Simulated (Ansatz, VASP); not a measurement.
# Co in VASP and in Ansatz

The input INCAR:

```
SYSTEM = Co
PREC = Accurate
ENCUT = 600
EDIFF = 1E-6
ISMEAR = 1
SIGMA = 0.1
LREAL = .FALSE.
LASPH = .TRUE.
NELM = 120
ALGO = Normal
ISIF = 2
LWAVE = .FALSE.
LCHARG = .FALSE.
GGA = PE
NBANDS = 16
GGA_COMPAT = .FALSE.
```

File KPOINTS:

```
Automatic mesh
0
G
  15 15 8
  0 0 0
```

File POSCAR:

```
Co
1.0
    2.4583936733      0.0000000000      0.0000000000
   -1.2291968366      2.1290313736      0.0000000000
    0.0000000000      0.0000000000      3.9606917934
Co
2
Direct
    0.3333333333      0.6666666667      0.2500000000
    0.6666666667      0.3333333333      0.7500000000
```

Input for Ansatz:

```yaml
crystal:
  lattice:
    - [2.4583936733, 0.0, 0.0]
    - [-1.2291968366, 2.1290313736, 0.0]
    - [0.0, 0.0, 3.9606917934]
  atoms:
    - { symbol: Co, position: [0.3333333333, 0.6666666667, 0.25] }
    - { symbol: Co, position: [0.6666666667, 0.3333333333, 0.75] }
hamiltonian:
  xc: pbe
  pseudopotentials:
    kind: paw
    azcp:
      Co: "pseudopotentials/Co.paw.azcp"
basis:
  ecutwfc: 420
  fft_grid_basis: typed
kpoints:
  mp_grid: { grid: [15, 15, 8], shift: [0, 0, 0] }
magnetization:
  spin_polarized: false
scf:
  occupations: { method: methfessel_paxton, width: 0.1 }
  lower_state_search: "off"
output:
  stress: true
```

Alike in both runs: task single point; functional PBE; k mesh 15 × 15 × 8; occupations methfessel-paxton of order 1, width 0.1 eV; no spin polarisation.

```csv
,VASP,Ansatz
version,VASP 6.6.1,Ansatz 0.2.0
potentials or method,"VASP PAW PBE potentials, release 64 (Co), cutoff 600 eV","plane waves (420 eV) with PAW, scalar-relativistic"
valence electrons in the cell,18,34
```

|  | VASP | Ansatz | Ansatz less VASP |
| --- | --- | --- | --- |
| pressure (GPa) | -1.7 | -1.1 | +0.58 |
| traceless stress, the component that is largest in VASP (GPa) | 0.04 | 0.13 | +0.093 |

VASP's potentials hold 18 valence electrons a cell and Ansatz's 34, so a difference there can come from the potentials and not from the codes.
